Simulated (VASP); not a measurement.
# LiSi16 (a cell with a defect) in VASP: single point with r2SCAN

Aim: the single point of LiSi16 (a cell with a defect) with r2SCAN.

Program: VASP 6.6.1. These are calculated values, not measurements. Logs are shortened: lines on timing, memory, paths and dates and some standing lists are left out, and cuts for length are marked.

### Step 1. The cell of the first run

The cell holds a defect, 17 atoms: a = 7.679 Å, b = 7.679 Å, c = 7.679 Å, α = 60.00°, β = 60.00°, γ = 60.00°.

### Step 2. Single point, r2SCAN

Contents of POSCAR:

```
LiSi16
1.0
    0.0000000000      5.4300000000      5.4300000000
    5.4300000000      0.0000000000      5.4300000000
    5.4300000000      5.4300000000      0.0000000000
Si Li
16 1
Direct
    0.0014712177      0.0020681455     -0.0017321091
    0.1239151384      0.1242657756      0.1274829239
    0.0000094999     -0.0000026683      0.4999964915
    0.1238695054      0.1242141636      0.6244208374
    0.0014759198      0.4981236638     -0.0017637173
    0.1306025786      0.6230823363      0.1231918665
    0.0014935100      0.4980654557      0.5023382828
    0.1238464043      0.6275030154      0.6243936061
    0.4977724053      0.0020348162     -0.0019352016
    0.6224289550      0.1320849039      0.1227731594
    0.4977198153      0.0020458335      0.5023008030
    0.6275553856      0.1240589807      0.6242597221
    0.4987239087      0.5001264427      0.0007872326
    0.6223636828      0.6226046153      0.1226973964
    0.4976921025      0.4978674282      0.5023013814
    0.6222438980      0.6224702552      0.6327833373
    0.7471645726      0.7501751367      0.2519002876
```

Contents of INCAR.step1:

```
SYSTEM = LiSi16
  PREC = Accurate
  ENCUT = 520
  ISMEAR = -1
  SIGMA = 0.05
  LREAL = Auto
  LASPH = .True.
  NELM = 80
  NBANDS = 48
  NELECT = 66.0
  GGA = PE
  ALGO = Normal
  EDIFF = 1E-4
  LWAVE = .True.
  LCHARG = .False.
```

Contents of INCAR.step2:

```
SYSTEM = LiSi16
  PREC = Accurate
  ENCUT = 520
  EDIFF = 1E-7
  ISMEAR = -1
  SIGMA = 0.05
  LREAL = Auto
  LASPH = .True.
  NELM = 80
  ALGO = Normal
  ISIF = 2
  LWAVE = .False.
  LCHARG = .False.
  METAGGA = R2SCAN
  LMIXTAU = .True.
  NBANDS = 48
  NELECT = 66.0
  ISTART = 1
```

Contents of KPOINTS:

```
Automatic mesh
0
Gamma
  2 2 2
  0 0 0
```

Potentials or basis: VASP PAW PBE potentials, release 64 (Si, Li_sv).

Run with:

```sh
cat potpaw_PBE.64/Si/POTCAR potpaw_PBE.64/Li_sv/POTCAR > POTCAR
cp INCAR.step1 INCAR
mpirun -np 1 vasp_std > vasp.out
cp INCAR.step2 INCAR
mpirun -np 1 vasp_std > vasp.out
```

OUTCAR:

```text
SYSTEM = LiSi16
   PREC = Accurate
   ENCUT = 520
   EDIFF = 1E-7
   ISMEAR = -1
   LREAL = Auto
   LASPH = .True.
   NELM = 80
   ISIF = 2
   METAGGA = R2SCAN
   NELECT = 66.0
   ISTART = 1

 ion  position               nearest neighbor table
   1  0.001  0.002  0.998-   4 2.34   2 2.34   6 2.38  10 2.38  17 2.75
   2  0.124  0.124  0.127-   3 2.34   1 2.34   5 2.34   9 2.34
   3  0.000  1.000  0.500-  12 2.34   8 2.34   4 2.34   2 2.34
   4  0.124  0.124  0.624-   3 2.34   1 2.34   7 2.34  11 2.34
   5  0.001  0.498  0.998-   8 2.34   2 2.34   6 2.38  14 2.38  17 2.75
   6  0.131  0.623  0.123-  13 2.31   1 2.38   5 2.38   7 2.38  17 2.40
   7  0.001  0.498  0.502-   8 2.34   4 2.34   6 2.38  16 2.38  17 2.74
   8  0.124  0.628  0.624-   3 2.34   5 2.34   7 2.34  15 2.34
   9  0.498  0.002  0.998-  12 2.34   2 2.34  10 2.38  14 2.38  17 2.73
  10  0.622  0.132  0.123-  13 2.31   1 2.38   9 2.38  11 2.38  17 2.39
  11  0.498  0.002  0.502-  12 2.34   4 2.34  10 2.38  16 2.38  17 2.73
  12  0.628  0.124  0.624-   3 2.34   9 2.34  11 2.34  15 2.34
  13  0.499  0.500  0.001-  16 2.31  14 2.31  10 2.31   6 2.31
  14  0.622  0.623  0.123-  13 2.31   5 2.38   9 2.38  15 2.38  17 2.39
  15  0.498  0.498  0.502-  12 2.34   8 2.34  14 2.38  16 2.38  17 2.72
  16  0.622  0.622  0.633-  13 2.31   7 2.38  11 2.38  15 2.38  17 2.39
  17  0.747  0.750  0.252-  16 2.39  14 2.39  10 2.39   6 2.40  15 2.72  11 2.73   9 2.73   7 2.74
                             5 2.75   1 2.75

  LATTYP: Found a face centered cubic cell.
 ALAT       =    10.8600000000

  Lattice vectors:

 A1 = (   0.0000000000,   5.4300000000,   5.4300000000)
 A2 = (   5.4300000000,   0.0000000000,   5.4300000000)
 A3 = (   5.4300000000,   5.4300000000,   0.0000000000)

Analysis of symmetry for initial positions (statically):
=====================================================================
 Subroutine PRICEL returns:
 Original cell was already a primitive cell.

 Routine SETGRP: Setting up the symmetry group for a
 face centered cubic supercell.

 Subroutine GETGRP returns: Found  1 space group operations
 (whereof  1 operations were pure point group operations)
 out of a pool of 48 trial point group operations.

The static configuration has the point symmetry C_1 .

Analysis of symmetry for dynamics (positions and initial velocities):
=====================================================================
 Subroutine PRICEL returns:
 Original cell was already a primitive cell.

 Routine SETGRP: Setting up the symmetry group for a
 face centered cubic supercell.

 Subroutine GETGRP returns: Found  1 space group operations
 (whereof  1 operations were pure point group operations)
 out of a pool of 48 trial point group operations.

The dynamic configuration has the point symmetry C_1 .

 Subroutine INISYM returns: Found  1 space group operations
 (whereof  1 operations are pure point group operations),
 and found     1 'primitive' translations

----------------------------------------------------------------------------------------

                                     Primitive cell

  volume of cell :     320.2060

  direct lattice vectors                    reciprocal lattice vectors
     0.000000000  5.430000000  5.430000000    -0.092081031  0.092081031  0.092081031
     5.430000000  0.000000000  5.430000000     0.092081031 -0.092081031  0.092081031
     5.430000000  5.430000000  0.000000000     0.092081031  0.092081031 -0.092081031

  length of vectors
     7.679179644  7.679179644  7.679179644     0.159489025  0.159489025  0.159489025

  position of ions in fractional coordinates (direct lattice)
     0.001471218  0.002068145  0.998267891
     0.123915138  0.124265776  0.127482924
     0.000009500  0.999997332  0.499996491
     0.123869505  0.124214164  0.624420837
     0.001475920  0.498123664  0.998236283
     0.130602579  0.623082336  0.123191867
[... 9 lines left out ...]
     0.622243898  0.622470255  0.632783337
     0.747164573  0.750175137  0.251900288

  ion indices of the primitive-cell ions
   primitive index   ion index
                 1           1
                 2           2
                 3           3
                 4           4
                 5           5
                 6           6
[... 9 lines left out ...]
                16          16
                17          17

----------------------------------------------------------------------------------------

 KPOINTS: Automatic mesh

Automatic generation of k-mesh.
 Grid dimensions read from file:
 generate k-points for:    2    2    2

 Generating k-lattice:

  Cartesian coordinates                     Fractional coordinates (reciprocal lattice)
    -0.046040516  0.046040516  0.046040516     0.500000000  0.000000000  0.000000000
     0.046040516 -0.046040516  0.046040516     0.000000000  0.500000000  0.000000000
     0.046040516  0.046040516 -0.046040516     0.000000000  0.000000000  0.500000000

  Length of vectors
     0.079744512  0.079744512  0.079744512

  Shift w.r.t. Gamma in fractional coordinates (k-lattice)
     0.000000000  0.000000000  0.000000000

 Subroutine IBZKPT returns following result:
 ===========================================

 Found      8 irreducible k-points:

 Following reciprocal coordinates:
            Coordinates               Weight
  0.000000  0.000000  0.000000      1.000000
  0.500000  0.000000  0.000000      1.000000
  0.000000  0.500000  0.000000      1.000000
  0.000000  0.000000  0.500000      1.000000
  0.500000  0.500000  0.500000      1.000000
  0.500000  0.500000  0.000000      1.000000
  0.000000  0.500000  0.500000      1.000000
  0.500000  0.000000  0.500000      1.000000
   k-points           NKPTS =      8   k-points in BZ     NKDIM =      8   number of bands    NBANDS=     48
   number of dos      NEDOS =    301   number of ions     NIONS =     17
   total plane-waves  NPLWV = 216000
   dimension x,y,z NGX =    60 NGY =   60 NGZ =   60
   dimension x,y,z NGXF=   120 NGYF=  120 NGZF=  120
   ions per type =              16   1
   NGX,Y,Z   is equivalent  to a cutoff of  12.99, 12.99, 12.99 a.u.
   NGXF,Y,Z  is equivalent  to a cutoff of  25.98, 25.98, 25.98 a.u.
 SYSTEM =  LiSi16
   PREC   = accura    normal or accurate (medium, high low for compatibility)
   ISTART =      1    job   : 0-new  1-cont  2-samecut
   ICHARG =      0    charge: 1-file 2-atom 10-const
   ISPIN  =      1    spin polarized calculation?
   LNONCOLLINEAR =      F non collinear calculations
   LSORBIT =      F    spin-orbit coupling
   LASPH  =      T    aspherical Exc in radial PAW
   ENCUT  =  520.0 eV  38.22 Ry    6.18 a.u.  14.28 14.28 14.28*2*pi/ulx,y,z
   NELM   =     80;   NELMIN=  2; NELMDL=  0     # of ELM steps
   EDIFF  = 0.1E-06   stopping-criterion for ELM
   LREAL  =      T    real-space projection
   EDIFFG = 0.1E-05   stopping-criterion for IOM
   NSW    =      0    number of steps for IOM
   IBRION =     -1    ionic relax: 0-MD 1-quasi-New 2-CG
   NFREE  =      0    steps in history (QN), initial steepest desc. (CG)
   ISIF   =      2    stress and relaxation
   ISYM   =      2    0-nonsym 1-usesym 2-fastsym
   POTIM  = 0.5000    time-step for ionic-motion
   TEBEG  =    0.0;   TEEND  =   0.0 temperature during run
   PSTRESS=    0.0 pullay stress
   NELECT =      66.0000    total number of electrons
   NUPDOWN=      -1.0000    fix difference up-down
   EMIN   =  10.00;   EMAX   =-10.00  energy-range for DOS
   EFERMI =   0.00;   METHOD = LEGACY
   ISMEAR =    -1;   SIGMA  =   0.05  broadening in eV -4-tet -1-fermi 0-gaus
   EFERMI_NEDOS =   21; number of points for ismear=-14 and -15
   IALGO  =     38    algorithm
   IMIX   =      4    mixing-type and parameters
     AMIX     =   0.40;   BMIX     =  1.00
     AMIX_MAG =   1.60;   BMIX_MAG =  1.00
  volume/ion in A,a.u.               =      18.84       127.11
  Fermi-wavevector in a.u.,A,eV,Ry     =   0.967044  1.827449 12.723821  0.935174
  Thomas-Fermi vector in A             =   2.096897
   LORBIT       =      0    0 simple, 1 ext, 2 COOP (PROOUT), +10 PAW based schemes
   METAGGA = R2SCAN    functional components
   LHFCALC =     F    Hartree Fock is set to
   AEXX    =    0.0000 exact exchange contribution
   IVDW    =     0    specifies the selected vdW correction
   LEPSILON=     F    determine dielectric tensor
   LRPA    =     F    only Hartree local field effects (RPA)
 non-spin polarized calculation
  energy-cutoff  :      520.00
  volume of cell :      320.21
 maximum number of plane-waves:      8646
 NGX is ok and might be reduce to    60
   NGX = 29   NGY = 29   NGZ = 29

 number of electron      66.0000000 magnetization

 Free energy of the ion-electron system (eV)
  ---------------------------------------------------
  ext. energy  EPLUGINS =         0.00000000
  ---------------------------------------------------
  free energy    TOTEN  =      -147.80505844 eV

  energy without entropy =     -147.80489742  energy(sigma->0) =     -147.80497793

 E-fermi :   6.3709     XC(G=0):  -9.8963

 val. band max:        5.9520955135   @ k =   0.0000   0.0000   0.0000
 cond. band min:       6.7982432356   @ k =   0.0000   0.0000   0.0000
 fundamental gap:      0.8461477220
 Fermi energy:         6.3709250838

 k-point     1 :       0.0000    0.0000    0.0000
  band No.  band energies     occupation
      1     -42.1124      2.00000
      2      -6.5772      2.00000
      3      -4.2058      2.00000
      4      -4.1464      2.00000
      5      -4.1460      2.00000
      6      -4.1459      2.00000
[... 37 lines left out ...]
     44       8.4592      0.00000
     45       8.4622      0.00000

 k-point     2 :       0.5000    0.0000    0.0000
  band No.  band energies     occupation
      1     -42.1124      2.00000
      2      -5.8102      2.00000
      3      -5.6796      2.00000
      4      -3.8701      2.00000
      5      -3.8311      2.00000
      6      -3.8309      2.00000
[... 37 lines left out ...]
     44       9.7939      0.00000
     45       9.7948      0.00000

 k-point     3 :       0.0000    0.5000    0.0000
  band No.  band energies     occupation
      1     -42.1124      2.00000
      2      -5.8122      2.00000
      3      -5.6777      2.00000
      4      -3.8697      2.00000
      5      -3.8311      2.00000
      6      -3.8306      2.00000
[... 37 lines left out ...]
     44       9.7929      0.00000
     45       9.7960      0.00000

 k-point     4 :       0.0000    0.0000    0.5000
  band No.  band energies     occupation
      1     -42.1124      2.00000
      2      -5.8134      2.00000
      3      -5.6766      2.00000
      4      -3.8694      2.00000
      5      -3.8310      2.00000
      6      -3.8307      2.00000
[... 37 lines left out ...]
     44       9.7933      0.00000
     45       9.7958      0.00000

 k-point     5 :       0.5000    0.5000    0.5000
  band No.  band energies     occupation
      1     -42.1124      2.00000
      2      -5.8126      2.00000
      3      -5.6773      2.00000
      4      -3.8696      2.00000
      5      -3.8310      2.00000
      6      -3.8307      2.00000
[... 37 lines left out ...]
     44       9.7930      0.00000
     45       9.7960      0.00000

 k-point     6 :       0.5000    0.5000    0.0000
  band No.  band energies     occupation
      1     -42.1124      2.00000
      2      -5.5049      2.00000
      3      -5.4130      2.00000
      4      -4.4730      2.00000
      5      -4.4434      2.00000
      6      -4.4431      2.00000
[... 37 lines left out ...]
     44      10.5671      0.00000
     45      10.6547      0.00000

 k-point     7 :       0.0000    0.5000    0.5000
  band No.  band energies     occupation
      1     -42.1124      2.00000
      2      -5.5049      2.00000
      3      -5.4130      2.00000
      4      -4.4730      2.00000
      5      -4.4434      2.00000
      6      -4.4431      2.00000
[... 37 lines left out ...]
     44      10.5670      0.00000
     45      10.6548      0.00000

 k-point     8 :       0.5000    0.0000    0.5000
  band No.  band energies     occupation
      1     -42.1124      2.00000
      2      -5.5049      2.00000
      3      -5.4130      2.00000
      4      -4.4730      2.00000
      5      -4.4434      2.00000
      6      -4.4431      2.00000
[... 37 lines left out ...]
     44      10.5670      0.00000
     45      10.6548      0.00000
 [bands above 45 left out]

------------------------ aborting loop because EDIFF is reached ----------------------------------------

  FORCE on cell =-STRESS in cart. coord.  units (eV):
  Direction    XX          YY          ZZ          XY          YZ          ZX
  --------------------------------------------------------------------------------------
  -------------------------------------------------------------------------------------
  Total       -4.0789109     -4.0847914     -4.0768362      0.0120001     -0.0079309     -0.0088816
  in kB      -20.4091687    -20.4385923    -20.3987879      0.0600435     -0.0396831     -0.0444399
  external PRESSURE =     -20.4155163 kB  Pullay stress =       0.0000000 kB

 VOLUME and BASIS-vectors are now :
 -----------------------------------------------------------------------------
  energy-cutoff  :      520.00
  volume of cell :      320.21
      direct lattice vectors                 reciprocal lattice vectors
     0.000000000  5.430000000  5.430000000    -0.092081031  0.092081031  0.092081031
     5.430000000  0.000000000  5.430000000     0.092081031 -0.092081031  0.092081031
     5.430000000  5.430000000  0.000000000     0.092081031  0.092081031 -0.092081031

 POSITION                                       TOTAL-FORCE (eV/Angst)
 -----------------------------------------------------------------------------------
      5.43182      5.42858      0.01922         0.002361     -0.002502      0.006912
      1.36700      1.36509      1.34762        -0.009244     -0.003121      0.010211
      8.14497      2.71503      5.43004        -0.000914      0.001462      0.001389
      4.06509      4.06322      1.34709         0.003876      0.010105      0.012623
      8.12523      5.42844      2.71283        -0.005323     -0.003273     -0.003136
      4.05227      1.37810      4.09251         0.001126      0.004693     -0.003382
[... 9 lines left out ...]
      6.81603      6.81480      6.75880         0.002271     -0.010381     -0.004559
      5.44127      5.42492      8.13055        -0.005641     -0.015448      0.004217
 -----------------------------------------------------------------------------------
    total drift:                                0.021879     -0.024356     -0.032758

  FREE ENERGIE OF THE ION-ELECTRON SYSTEM (eV)
  ---------------------------------------------------
  free  energy   TOTEN  =      -147.8050584375 eV

  energy  without entropy=     -147.8048974178  energy(sigma->0) =     -147.80497793
```

Run time: 28 min. Hardware: 1 thread of Oxide Virtual Turin-like, shared host; peak memory 0.53 GiB.

What came out:

| Item | Value |
| --- | --- |
| Free energy | -147.8051 eV |
| Largest force | 0.018 eV/Å |

Forces in eV/Å, atoms in the order of the input:
```
Si   0.002 -0.003  0.007
Si  -0.009 -0.003  0.010
Si  -0.001  0.001  0.001
Si   0.004  0.010  0.013
Si  -0.005 -0.003 -0.003
Si   0.001  0.005 -0.003
Si   0.006  0.003 -0.005
Si  -0.012  0.011 -0.004
Si  -0.002  0.006  0.001
Si   0.006 -0.001 -0.014
Si  -0.007  0.004 -0.002
Si   0.010 -0.012 -0.009
Si  -0.005  0.004  0.006
Si   0.014  0.001 -0.007
Si   0.001  0.003  0.010
Si   0.002 -0.010 -0.005
Li  -0.006 -0.015  0.004
```

Caveat: the k points lie up to 0.50 Å⁻¹ apart; the cell carries a net charge on a neutralising background, which shifts energy and pressure; the cell is charged against a uniform background, so pressure and absolute levels hang on convention; the cutoff is under 1.25 times the usual one of these potentials, so pressure, stress and relaxed cells hold a basis-set (Pulay) error; the PAW data sets were made with another functional, which shifts forces and pressure a little.
